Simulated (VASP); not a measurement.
# Pd in VASP: notebook, part 2 of 2

VASP 6.6.1.

### Step 3. Single point, PBEsol+D3(BJ) (the cell strained at random)

Input file INCAR:

```
SYSTEM = Pd
  ALGO = Normal
  EDIFF = 1E-7
  ENCUT = 520
  GGA = PS
  ISIF = 2
  ISMEAR = -1
  IVDW = 12
  LASPH = .TRUE.
  LCHARG = .FALSE.
  LREAL = .FALSE.
  LWAVE = .FALSE.
  NBANDS = 11
  NELM = 60
  PREC = Accurate
  SIGMA = 0.05
```

Input file KPOINTS:

```
k-points
0
G
  12 12 12
  0 0 0
```

Input file POSCAR:

```
Pd
1.0
   -0.0046930000      1.9561450000      1.9698920000
    1.9789050000      0.0066140000      1.9585850000
    1.9461710000      1.9121050000      0.0393480000
Pd
1
Direct
   -0.0155690000      0.0085160000      0.0095150000
```

Potentials or basis: VASP PAW PBE potentials, release 64 (Pd).

Started as:

```bash
cat potpaw_PBE.64/Pd/POTCAR > POTCAR
mpirun -np 1 vasp_std > vasp.out
```

OUTCAR:

```text
SYSTEM = Pd
   EDIFF = 1E-7
   ENCUT = 520
   GGA = PS
   ISIF = 2
   ISMEAR = -1
   IVDW = 12
   LASPH = .TRUE.
   LREAL = .FALSE.
   NELM = 60
   PREC = Accurate
 IVDW          = 12

 ion  position               nearest neighbor table
   1  0.984  0.009  0.010-

  LATTYP: Found a triclinic cell.
 ALAT       =     2.7761483708
 B/A-ratio  =     1.3911898986
 C/A-ratio  =     1.0029257945
 COS(alpha) =     0.0047137759
 COS(beta)  =     0.4996218961
 COS(gamma) =     0.7138548492

  Lattice vectors:

 A1 = (   0.0046930000,  -1.9561450000,  -1.9698920000)
 A2 = (   0.0374270000,  -3.8616360000,  -0.0506550000)
 A3 = (  -1.9789050000,  -0.0066140000,  -1.9585850000)

Analysis of symmetry for initial positions (statically):
=====================================================================
 Subroutine PRICEL returns:
 Original cell was already a primitive cell.

 Routine SETGRP: Setting up the symmetry group for a
 triclinic supercell.

 Subroutine GETGRP returns: Found  2 space group operations
 (whereof  1 operations were pure point group operations)
 out of a pool of  2 trial point group operations.
[... 171 lines left out ...]
  band No.  band energies     occupation
      1       2.3811      2.00000
      2       6.6015      2.00000
      3       6.6640      2.00000
      4       6.9689      2.00000
      5       8.3267      2.00000
      6       8.4710      2.00000
      7      26.7284      0.00000
      8      31.1399      0.00000
      9      31.1952      0.00000
     10      32.2771      0.00000
     11      35.6742      0.00000
[... 309 lines left out ...]
 k-point    24 :       0.3333    0.1667    0.0000
  band No.  band energies     occupation
      1       4.7817      2.00000
      2       5.9537      2.00000
      3       6.8638      2.00000
      4       7.6679      2.00000
      5       9.1604      1.99963
      6       9.2253      1.99866
      7      23.1844      0.00000
      8      27.8608      0.00000
      9      28.7771      0.00000
     10      30.7241      0.00000
     11      35.3775      0.00000

 [... further k-points ...]

------------------------ aborting loop because EDIFF is reached ----------------------------------------

 Edisp (eV)   -0.62174

 E8    (eV) :    -0.4151

  FORCE on cell =-STRESS in cart. coord.  units (eV):
  Direction    XX          YY          ZZ          XY          YZ          ZX
  --------------------------------------------------------------------------------------
  -------------------------------------------------------------------------------------
  Total      -0.96899    -0.85826    -0.89898     0.12747    -0.19649    -0.08492
  in kB    -105.25336   -93.22632   -97.64943    13.84566   -21.34321    -9.22443
  external pressure =      -98.71 kB  Pullay stress =        0.00 kB

 VOLUME and BASIS-vectors are now :
 -----------------------------------------------------------------------------
  energy-cutoff  :      520.00
  volume of cell :       14.75
      direct lattice vectors                 reciprocal lattice vectors
    -0.004693000  1.956145000  1.969892000    -0.253881292  0.253143358  0.255660422
     1.978905000  0.006614000  1.958585000     0.250146389 -0.259926794  0.258708821
     1.946171000  1.912105000  0.039348000     0.258863478  0.264909114 -0.262443724

 POSITION                                       TOTAL-FORCE (eV/Angst)
 -----------------------------------------------------------------------------------
      0.03075      1.94394      1.95628         0.000000      0.000000     -0.000000
 -----------------------------------------------------------------------------------
    total drift:                               -0.000000     -0.000000      0.000001

  FREE ENERGIE OF THE ION-ELECTRON SYSTEM (eV)
  ---------------------------------------------------
  free  energy   TOTEN  =        -6.5900428556 eV

  energy  without entropy=       -6.5712887050  energy(sigma->0) =       -6.58066578
```

Run time: 54 s. Hardware: 1 thread of Intel Xeon Platinum 8488C (Sapphire Rapids), shared host; peak memory 0.26 GiB.

Results:

```
Free energy                : -6.5900 eV
Pressure                   : -9.9 GPa
Band gap on the k mesh     : zero (band 5 reaches 9.97 eV, above the bottom of band 6 at 8.30 eV)
Dispersion energy per atom : -0.622 eV
```

Stress tensor (GPa, compression positive):
```
-10.53   1.38  -0.92
  1.38  -9.32  -2.13
 -0.92  -2.13  -9.76
```

Levels at points of the mesh, in eV from the Fermi level:
| k point | band 2 | band 3 | band 4 | band 5 | band 6 | band 7 | band 8 | band 9 |
| --- | --- | --- | --- | --- | --- | --- | --- | --- |
| (0.00, 0.00, 0.00) | -2.99 | -2.93 | -2.62 | -1.26 | -1.12 | 17.14 | 21.55 | 21.60 |
| (0.50, 0.00, 0.00) | -3.10 | -2.63 | -0.07 | 0.02 | 0.82 | 7.06 | 16.63 | 20.87 |
| (0.00, 0.50, 0.00) | -3.01 | -2.73 | -0.13 | 0.09 | 0.92 | 7.24 | 16.56 | 20.91 |
| (0.50, 0.50, 0.00) | -5.11 | -0.04 | 0.25 | 0.38 | 3.31 | 10.77 | 12.75 | 13.51 |
| (0.00, 0.00, 0.50) | -2.92 | -2.89 | -0.01 | 0.10 | 1.23 | 7.73 | 16.25 | 20.49 |
| (0.50, 0.00, 0.50) | -5.11 | -0.05 | 0.28 | 0.36 | 3.45 | 10.97 | 12.71 | 13.28 |
| (0.00, 0.50, 0.50) | -5.12 | -0.03 | 0.28 | 0.34 | 3.10 | 10.49 | 12.82 | 13.84 |
| (0.50, 0.50, 0.50) | -3.09 | -2.65 | -0.09 | 0.05 | 0.86 | 7.14 | 16.59 | 20.85 |

Caveat: the cell differs from its parent crystal (the cell strained at random); three body term missing; the PAW data sets were made with another functional, which shifts forces and pressure a little; pairwise dispersion overbinds metals, which lowers pressure and volume.

### Step 4. Single point, revPBE+D3(BJ)

This run uses another cell than the first one, of 15.05 Å³/atom, 0.962 times its volume.

Input file INCAR:

```
PREC = Accurate ; ENCUT = 520
EDIFF = 1E-6 ; ISMEAR = -1
SIGMA = 0.05 ; LREAL = False
LASPH = True ; NELM = 100
ALGO = Normal ; ISIF = 2
LWAVE = False ; LCHARG = False
GGA = RE ; IVDW = 12
NBANDS = 11
```

Input file KPOINTS:

```
Automatic mesh
0
Gamma
  12 12 12
```

Input file POSCAR:

```
Pd
1.0
    0.0000000000      1.9593911042      1.9593911042
    1.9593911042      0.0000000000      1.9593911042
    1.9593911042      1.9593911042      0.0000000000
Pd
1
Direct
    0.0000000000      0.0000000000      0.0000000000
```

Potentials or basis: VASP PAW PBE potentials, release 64 (Pd).

Started as:

```bash
cat potpaw_PBE.64/Pd/POTCAR > POTCAR
mpirun -np 1 vasp_std > vasp.out
```

OUTCAR:

```text
PREC = Accurate
   ENCUT = 520
   EDIFF = 1E-6
   ISMEAR = -1
   LREAL = False
   LASPH = True
   NELM = 100
   ISIF = 2
   GGA = RE
   IVDW = 12
 IVDW          = 12

 ion  position               nearest neighbor table
   1  0.000  0.000  0.000-

  LATTYP: Found a face centered cubic cell.
 ALAT       =     3.9187822084

  Lattice vectors:

[... 514 lines left out ...]
      6      13.1205      0.00000
      7      16.9991      0.00000
      8      25.2349      0.00000
      9      28.2862      0.00000
     10      29.2407      0.00000
     11      35.9334      0.00000

 [... further k-points ...]

------------------------ aborting loop because EDIFF is reached ----------------------------------------

 Edisp (eV)   -1.24906

 E8    (eV) :    -0.8799

  FORCE on cell =-STRESS in cart. coord.  units (eV):
  Direction    XX          YY          ZZ          XY          YZ          ZX
  --------------------------------------------------------------------------------------
  -------------------------------------------------------------------------------------
  Total      -0.73210    -0.73210    -0.73210    -0.00000    -0.00000     0.00000
  in kB     -77.96335   -77.96335   -77.96335    -0.00000    -0.00000     0.00000
  external pressure =      -77.96 kB  Pullay stress =        0.00 kB

 VOLUME and BASIS-vectors are now :
 -----------------------------------------------------------------------------
  energy-cutoff  :      520.00
  volume of cell :       15.05
      direct lattice vectors                 reciprocal lattice vectors
     0.000000000  1.959391104  1.959391104    -0.255181316  0.255181316  0.255181316
     1.959391104  0.000000000  1.959391104     0.255181316 -0.255181316  0.255181316
     1.959391104  1.959391104  0.000000000     0.255181316  0.255181316 -0.255181316

 POSITION                                       TOTAL-FORCE (eV/Angst)
 -----------------------------------------------------------------------------------
      0.00000      0.00000      0.00000         0.000000      0.000000      0.000000
 -----------------------------------------------------------------------------------
    total drift:                               -0.000000      0.000000     -0.000000

  FREE ENERGIE OF THE ION-ELECTRON SYSTEM (eV)
  ---------------------------------------------------
  free  energy   TOTEN  =        -5.9963739587 eV

  energy  without entropy=       -5.9763624574  energy(sigma->0) =       -5.98636821
```

OSZICAR:

```text
N       E                     dE             d eps       ncg     rms          rms(c)
DAV:   1     0.447164679473E+02    0.44716E+02   -0.52930E+03  1584   0.857E+02
DAV:   2    -0.429869543581E+01   -0.49015E+02   -0.47163E+02  1743   0.183E+02
DAV:   3    -0.498728077799E+01   -0.68859E+00   -0.68687E+00  1912   0.230E+01
DAV:   4    -0.499027929265E+01   -0.29985E-02   -0.29981E-02  1896   0.162E+00
DAV:   5    -0.499031191825E+01   -0.32626E-04   -0.32626E-04  2023   0.154E-01    0.713E+00
DAV:   6    -0.475935940024E+01    0.23095E+00   -0.92178E-01  1944   0.788E+00    0.361E+00
DAV:   7    -0.475027710223E+01    0.90823E-02   -0.16437E-02  2041   0.934E-01    0.188E+00
DAV:   8    -0.474734459301E+01    0.29325E-02   -0.13662E-03  1923   0.317E-01    0.972E-02
DAV:   9    -0.474731373446E+01    0.30859E-04   -0.17423E-04  2033   0.112E-01    0.281E-02
DAV:  10    -0.474731951312E+01   -0.57787E-05   -0.11952E-05  1952   0.292E-02    0.876E-03
DAV:  11    -0.474731856892E+01    0.94420E-06   -0.23582E-07  1320   0.503E-03
   1 F= -.59963740E+01 E0= -.59863682E+01  d E =-.200115E-01
```

stdout:

```text
POSCAR found type information on POSCAR Pd
 POSCAR found :  1 types and       1 ions
 scaLAPACK will be used
 -----------------------------------------------------------------------------
|                                                                             |
|                                                                             |
|     You enforced a specific xc type in the INCAR file but a different       |
|     I HOPE YOU KNOW WHAT YOU ARE DOING!                                     |
|                                                                             |
 -----------------------------------------------------------------------------

 LDA part: xc-table for (Slater+PW92), standard interpolation
 POSCAR, INCAR and KPOINTS ok, starting setup
 FFT: planning ... GRIDC
 FFT: planning ... GRID_SOFT
 FFT: planning ... GRID
 WAVECAR not read
 entering main loop
```

It took 6.4 s on 1 thread of Intel Xeon Platinum 8488C (Sapphire Rapids), shared host; peak memory 0.15 GiB.

Results:

* Free energy: -5.9964 eV
* Pressure: -7.8 GPa
* Band gap on the k mesh: zero (band 5 reaches 9.79 eV, above the bottom of band 6 at 8.27 eV)
* Dispersion energy per atom: -1.249 eV

Caveat: the PAW data sets were made with another functional, which shifts forces and pressure a little; pairwise dispersion overbinds metals, which lowers pressure and volume.

### Step 5. Summary

| level | cell | gap on the mesh (eV) | pressure (GPa) |
| --- | --- | --- | --- |
| RPBE | a = 2.807 Å, angles 60.0°, 1 atom | none | 0.9 |
| PBEsol+D3(BJ) | a = 2.776, b = 2.784, c = 2.729 Å, angles 58.8, 59.8, 60.0°, 1 atom | none | -9.9 |
| revPBE+D3(BJ) | a = 2.771 Å, angles 60.0°, 1 atom | none | -7.8 |

Alike in all rows: task single point; potentials or basis VASP PAW PBE potentials, release 64 (Pd); no spin polarisation; k mesh 12 × 12 × 12; cutoff (eV) 520; smearing fermi-dirac 0.05 eV.

Caveats: the PAW data sets were made with another functional, which shifts forces and pressure a little; pairwise dispersion overbinds metals, which lowers pressure and volume (some runs); three body term missing (some runs).

Total energies depend on the potentials used, so only differences within one code and one set of settings carry meaning.
